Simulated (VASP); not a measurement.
# KI (Fm-3m) in VASP: further runs

KI is run at these levels: PBE; tasks: single point.

All numbers are computed with VASP 6.6.1; they aren't measurements. Logs are shortened: lines on timing, memory, paths and dates and some standing lists are left out, and cuts for length are marked.

### 1 The cell of the first run

The structure is cubic, space group Fm-3m (No. 225). Conventional cell: a = 6.906 Å, b = 6.906 Å, c = 6.906 Å, α = 90.00°, β = 90.00°, γ = 90.00°. K (site symmetry m-3m) has 6 I at 3.45 Å within 4.5 Å. I (site symmetry m-3m) has 6 K at 3.45 Å within 4.5 Å.

### 2 Single point, PBE (41.18 Å³/atom)

Input file INCAR:

```
PREC = Accurate
ENCUT = 520
EDIFF = 1E-7
ISMEAR = -1
SIGMA = 0.01
LREAL = False
LASPH = True
NELM = 60
ALGO = Normal
ISIF = 2
LWAVE = False
LCHARG = False
GGA = PE
NBANDS = 15
```

Input file KPOINTS:

```
Automatic mesh
0
Gamma
  8 8 8
```

Input file POSCAR:

```
KI
1.0
    0.0000000000      3.4532122741      3.4532122741
    3.4532122741      0.0000000000      3.4532122741
    3.4532122741      3.4532122741      0.0000000000
K I
1 1
Direct
    0.0000000000      0.0000000000      0.0000000000
    0.5000000000      0.5000000000      0.5000000000
```

Potentials or basis: VASP PAW PBE potentials, release 64 (K_sv, I).

Started as:

```console
> cat potpaw_PBE.64/K_sv/POTCAR potpaw_PBE.64/I/POTCAR > POTCAR
> mpirun -np 1 vasp_std > vasp.out
```

OUTCAR:

```text
PREC = Accurate
   ENCUT = 520
   EDIFF = 1E-7
   ISMEAR = -1
   LREAL = False
   LASPH = True
   NELM = 60
   ISIF = 2
   GGA = PE

 ion  position               nearest neighbor table
   1  0.000  0.000  0.000-   2 3.45   2 3.45   2 3.45   2 3.45   2 3.45   2 3.45
   2  0.500  0.500  0.500-   1 3.45   1 3.45   1 3.45   1 3.45   1 3.45   1 3.45

  LATTYP: Found a face centered cubic cell.
 ALAT       =     6.9064245482

  Lattice vectors:

 A1 = (   0.0000000000,   3.4532122741,   3.4532122741)
 A2 = (   3.4532122741,   0.0000000000,   3.4532122741)
 A3 = (   3.4532122741,   3.4532122741,   0.0000000000)

Analysis of symmetry for initial positions (statically):
=====================================================================
 Subroutine PRICEL returns:
 Original cell was already a primitive cell.

 Routine SETGRP: Setting up the symmetry group for a
 face centered cubic supercell.

 Subroutine GETGRP returns: Found 48 space group operations
 (whereof 48 operations were pure point group operations)
 out of a pool of 48 trial point group operations.

The static configuration has the point symmetry O_h .

Analysis of symmetry for dynamics (positions and initial velocities):
=====================================================================
 Subroutine PRICEL returns:
 Original cell was already a primitive cell.

 Routine SETGRP: Setting up the symmetry group for a
 face centered cubic supercell.

 Subroutine GETGRP returns: Found 48 space group operations
 (whereof 48 operations were pure point group operations)
 out of a pool of 48 trial point group operations.

The dynamic configuration has the point symmetry O_h .

 Subroutine INISYM returns: Found 48 space group operations
 (whereof 48 operations are pure point group operations),
 and found     1 'primitive' translations

----------------------------------------------------------------------------------------

                                     Primitive cell

  volume of cell :      82.3569

  direct lattice vectors                    reciprocal lattice vectors
     0.000000000  3.453212274  3.453212274    -0.144792721  0.144792721  0.144792721
     3.453212274  0.000000000  3.453212274     0.144792721 -0.144792721  0.144792721
     3.453212274  3.453212274  0.000000000     0.144792721  0.144792721 -0.144792721

  length of vectors
     4.883579632  4.883579632  4.883579632     0.250788349  0.250788349  0.250788349

  position of ions in fractional coordinates (direct lattice)
     0.000000000  0.000000000  0.000000000
[... 88 lines left out ...]
   PSTRESS=    0.0 pullay stress
   NELECT =      16.0000    total number of electrons
   NUPDOWN=      -1.0000    fix difference up-down
   EMIN   =  10.00;   EMAX   =-10.00  energy-range for DOS
   EFERMI =   0.00;   METHOD = LEGACY
   ISMEAR =    -1;   SIGMA  =   0.01  broadening in eV -4-tet -1-fermi 0-gaus
   EFERMI_NEDOS =   21; number of points for ismear=-14 and -15
   IALGO  =     38    algorithm
   IMIX   =      4    mixing-type and parameters
     AMIX     =   0.40;   BMIX     =  1.00
     AMIX_MAG =   1.60;   BMIX_MAG =  1.00
  volume/ion in A,a.u.               =      41.18       277.89
  Fermi-wavevector in a.u.,A,eV,Ry     =   0.948160  1.791762 12.231734  0.899007
  Thomas-Fermi vector in A             =   2.076322
   LORBIT       =      0    0 simple, 1 ext, 2 COOP (PROOUT), +10 PAW based schemes
   GGA     = PE    functional components
   LHFCALC =     F    Hartree Fock is set to
   AEXX    =    0.0000 exact exchange contribution
   IVDW    =     0    specifies the selected vdW correction
   LEPSILON=     F    determine dielectric tensor
   LRPA    =     F    only Hartree local field effects (RPA)
 non-spin polarized calculation
  energy-cutoff  :      520.00
  volume of cell :       82.36
 maximum number of plane-waves:      2252
   NGX = 19   NGY = 19   NGZ = 19

 number of electron      16.0000000 magnetization

 Free energy of the ion-electron system (eV)
  ---------------------------------------------------
  ext. energy  EPLUGINS =         0.00000000
  ---------------------------------------------------
  free energy    TOTEN  =        -5.51528554 eV

  energy without entropy =       -5.51528554  energy(sigma->0) =       -5.51528554

 E-fermi :   0.1961     XC(G=0):  -7.4490

 val. band max:       -0.0430991222   @ k =   0.0000   0.0000   0.0000
 cond. band min:       4.0862864644   @ k =   0.0000   0.0000   0.0000
 fundamental gap:      4.1293855866
 Fermi energy:         0.1960858500

 k-point     1 :       0.0000    0.0000    0.0000
  band No.  band energies     occupation
      1     -28.4332      2.00000
      2     -11.9303      2.00000
      3     -11.9303      2.00000
      4     -11.9303      2.00000
      5     -10.6555      2.00000
      6      -0.0431      2.00000
      7      -0.0431      2.00000
      8      -0.0431      2.00000
      9       4.0863      0.00000
     10       6.4165      0.00000
     11       6.4165      0.00000
     12       6.4165      0.00000
     13       7.1812      0.00000
     14       7.1812      0.00000
[... 401 lines left out ...]
      2     -12.0901      2.00000
      3     -11.9532      2.00000
      4     -11.9416      2.00000
      5     -10.3316      2.00000
      6      -1.2860      2.00000
      7      -0.6620      2.00000
      8      -0.4919      2.00000
      9       6.0659      0.00000
     10       6.8474      0.00000
     11       7.5977      0.00000
     12       8.3618      0.00000
     13       8.8553      0.00000
     14       9.0392      0.00000
     15       9.9835      0.00000

 [... further k-points ...]

------------------------ aborting loop because EDIFF is reached ----------------------------------------

  FORCE on cell =-STRESS in cart. coord.  units (eV):
  Direction    XX          YY          ZZ          XY          YZ          ZX
  --------------------------------------------------------------------------------------
  -------------------------------------------------------------------------------------
  Total        0.8674986      0.8674986      0.8674986      0.0000000      0.0000000      0.0000000
  in kB       16.8763903     16.8763903     16.8763903      0.0000000      0.0000000      0.0000000
  external PRESSURE =      16.8763903 kB  Pullay stress =       0.0000000 kB

 VOLUME and BASIS-vectors are now :
 -----------------------------------------------------------------------------
  energy-cutoff  :      520.00
  volume of cell :       82.36
      direct lattice vectors                 reciprocal lattice vectors
     0.000000000  3.453212274  3.453212274    -0.144792721  0.144792721  0.144792721
     3.453212274  0.000000000  3.453212274     0.144792721 -0.144792721  0.144792721
     3.453212274  3.453212274  0.000000000     0.144792721  0.144792721 -0.144792721

 POSITION                                       TOTAL-FORCE (eV/Angst)
 -----------------------------------------------------------------------------------
      0.00000      0.00000      0.00000        -0.000000     -0.000000     -0.000000
      3.45321      3.45321      3.45321         0.000000      0.000000      0.000000
 -----------------------------------------------------------------------------------
    total drift:                                0.000000      0.000000      0.000000

  FREE ENERGIE OF THE ION-ELECTRON SYSTEM (eV)
  ---------------------------------------------------
  free  energy   TOTEN  =        -5.5152855444 eV

  energy  without entropy=       -5.5152855444  energy(sigma->0) =       -5.51528554
```

stdout:

```text
POSCAR found type information on POSCAR K I
 POSCAR found :  2 types and       2 ions
 scaLAPACK will be used
 LDA part: xc-table for (Slater+PW92), standard interpolation
 POSCAR, INCAR and KPOINTS ok, starting setup
 FFT: planning ... GRIDC
 FFT: planning ... GRID_SOFT
 FFT: planning ... GRID
 WAVECAR not read
 entering main loop
```

It took 59 s on 1 thread of Intel Xeon 8259CL, shared host; peak memory 0.22 GiB.

Results:

```
Free energy            : -5.5153 eV
Pressure               : 1.7 GPa
Band gap on the k mesh : 4.13 eV
```

Caveat: spin-orbit coupling is left out, which moves the levels of the heavy elements. A k mesh can miss the band edges.

### 3 Single point, PBE (42.47 Å³/atom)

This run uses another cell than the first one, of 42.47 Å³/atom.

Input file INCAR:

```
SYSTEM = KI
ALGO = Normal ; EDIFF = 1E-6
ENCUT = 520 ; GGA = PE
ISIF = 2 ; ISMEAR = -1
LASPH = .True. ; LCHARG = .False.
LREAL = .False. ; LWAVE = .False.
NBANDS = 15 ; NELM = 100
PREC = Accurate ; SIGMA = 0.01
```

Input file KPOINTS:

```
k-points
0
Gamma
  8 8 8
  0 0 0
```

Input file POSCAR:

```
KI
1.0
    0.0000000000      3.4889460506      3.4889460506
    3.4889460506      0.0000000000      3.4889460506
    3.4889460506      3.4889460506      0.0000000000
K I
1 1
Direct
    0.0000000000      0.0000000000      0.0000000000
    0.5000000000      0.5000000000      0.5000000000
```

Potentials or basis: VASP PAW PBE potentials, release 64 (K_sv, I).

Started as:

```console
> cat potpaw_PBE.64/K_sv/POTCAR potpaw_PBE.64/I/POTCAR > POTCAR
> mpirun -np 1 vasp_std > vasp.out
```

Run time: 62 s. Hardware: 1 thread of Intel Xeon 8259CL, shared host; peak memory 0.25 GiB.

Results (log left out):

* Free energy: -5.5384 eV
* Pressure: 1.2 GPa
* Band gap on the k mesh: 4.05 eV

Levels at points of the mesh, in eV from the valence-band top:
```csv
k point,band 4,band 5,band 6,band 7,band 8,band 9,band 10,band 11,band 12,band 13
"(0.00, 0.00, 0.00)",-11.93,-10.56,0.00,0.00,0.00,4.05,6.48,6.48,6.48,7.22
"(0.50, 0.00, 0.00)",-11.93,-10.23,-1.41,-0.37,-0.37,5.56,7.82,8.22,8.22,8.77
"(0.50, 0.50, 0.00)",-11.95,-10.40,-1.06,-0.39,-0.39,4.87,5.85,8.13,8.84,9.00
```

Caveat: spin-orbit coupling is left out, which moves the levels of the heavy elements. A k mesh can miss the band edges.
